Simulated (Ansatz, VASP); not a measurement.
## One calculation of Sr, two programs

```
Sr
1.0
    10.66613    0.00000    0.00000
    -5.33307    9.23714    0.00000
     0.00000    0.00000    4.35807
Sr
1
Direct
  0.00000 0.00000 0.00000
```

Alike in both runs: task single point; functional PBEsol; k mesh 6 × 6 × 8; occupations gaussian, width 0.05 eV; no spin polarisation.

```csv
,VASP,Ansatz
version,VASP 6.6.1,Ansatz 0.2.0
potentials or method,"VASP PAW PBE potentials, release 64 (Sr_sv), cutoff 520 eV","scalar-relativistic, plane waves, PAW"
valence electrons in the cell,10,10
```

|  | VASP | Ansatz | Ansatz less VASP |
| --- | --- | --- | --- |
| gap on the k mesh at the Fermi level (eV) | 0.29 | 0.28 | -0.010 |
| least direct gap on the mesh (eV) | 0.31 | 0.30 | -0.010 |
| pressure (GPa) | 0.0 | 0.0 | 0.00 |
| traceless stress, the component that is largest in VASP (GPa) | 0.09 | 0.09 | -0.003 |

VASP's potentials were made for PBE, not for PBEsol. Ansatz's warnings: xc potential rough in thin density.
